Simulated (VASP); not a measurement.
Wanted: the native input for a VASP 6.6.1 run.

- Task: relaxation of cell and atoms
- Functional: PBE
- Potentials or basis: VASP PAW PBE potentials, release 64 (Br)
- Cutoff: 500 eV
- k mesh: 12 × 12 × 12
- Occupations: fermi-dirac, width 0.1 eV
- Spin: no spin polarisation
- Dipole correction: no
- Further INCAR settings: ALGO = Normal; EDIFF = 1e-07; IBRION = 2; EDIFFG = -0.005; NSW = 60; ISIF = 3

The structure of Br lies in POSCAR:

```
Br
1.0
    3.0779567040      0.0000000000      0.0000000000
    0.0000000000      3.0779567040      0.0000000000
    0.0000000000      0.0000000000      3.0779567040
Br
1
Direct
    0.0000000000      0.0000000000      0.0000000000
```

The input as run:

INCAR

```
  ALGO = Normal
  EDIFF = 1E-7
  EDIFFG = -0.005
  ENCUT = 500
  GGA = PE
  GGA_COMPAT = False
  IBRION = 2
  ISIF = 3
  ISMEAR = -1
  LASPH = True
  LCHARG = False
  LREAL = False
  LWAVE = False
  NELM = 120
  NELMIN = 4
  NSW = 60
  PREC = Accurate
  SIGMA = 0.1
```

KPOINTS

```
k-points
0
Gamma
  12 12 12
```

Potentials or basis: VASP PAW PBE potentials, release 64 (Br).

Run with:

```console
$ cat potpaw_PBE.64/Br/POTCAR > POTCAR
$ mpirun -np 1 vasp_std > vasp.out
```

Results of the run:

| Item | Value |
| --- | --- |
| Relaxed volume | 29.96 Å³/atom |
| Relaxed cell | a = 3.106 Å, b = 3.106 Å, c = 3.106 Å, α = 90.00°, β = 90.00°, γ = 90.00° |
| Space group after relaxing (to 0.05 Å) | Pm-3m (No. 221) |
| Energy gained by relaxing | 2.0 meV/atom |
| Ionic steps | 3 |
| Pressure after relaxing | 0.0 GPa |

Caveat: an odd number of electrons without spin polarisation forces a metal; a magnetic or distorted state may lie lower.

Wall time 46 s on 1 thread of Intel Xeon 8259CL, on a shared host, peak memory 0.14 GiB.
